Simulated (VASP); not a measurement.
Set up this calculation in VASP 6.6.1, as the native input.

| Quantity | Value |
| --- | --- |
| Task | single point |
| Functional | PBE |
| Potentials or basis | VASP PAW PBE potentials, release 64 (Li_sv, B) |
| Cutoff | 520 eV |
| k mesh | 12 × 12 × 22 |
| Occupations | gaussian, width 0.1 eV |
| Spin | no spin polarisation |
| Dipole correction | no |
| Further INCAR settings | ALGO = Normal; EDIFF = 1e-06; NBANDS = 12 |

The structure of Li2B lies in POSCAR:

```
Li2B
1.0
    4.0933915122      0.0000000000      0.0000000000
    0.0000000000      4.0933915122      0.0000000000
    0.0000000000      0.0000000000      2.1276003652
Li B
2 1
Direct
    0.5000000000      0.0000000000      0.0000000000
    0.0000000000      0.5000000000      0.0000000000
    0.0000000000      0.0000000000      0.5000000000
```

One way to write it, as run:

INCAR

```
SYSTEM = Li2B
  PREC = Accurate
  ENCUT = 520
  EDIFF = 1E-6
  ISMEAR = 0
  SIGMA = 0.1
  LREAL = .FALSE.
  LASPH = .TRUE.
  NELM = 80
  ALGO = Normal
  ISIF = 2
  LWAVE = .FALSE.
  LCHARG = .TRUE.
  GGA = PE
  LELF = .TRUE.
  LVHAR = .TRUE.
  NBANDS = 12
```

KPOINTS

```
regular mesh
0
G
  12 12 22
  0 0 0
```

Potentials or basis: VASP PAW PBE potentials, release 64 (Li_sv, B).

Launch:

```console
$ cat potpaw_PBE.64/Li_sv/POTCAR potpaw_PBE.64/B/POTCAR > POTCAR
$ mpirun -np 1 vasp_std > vasp.out
```

It took 58 s on 1 thread of Intel(R) Xeon(R) Platinum 8488C (Sapphire Rapids), with other jobs on the host, peak memory 0.23 GiB.
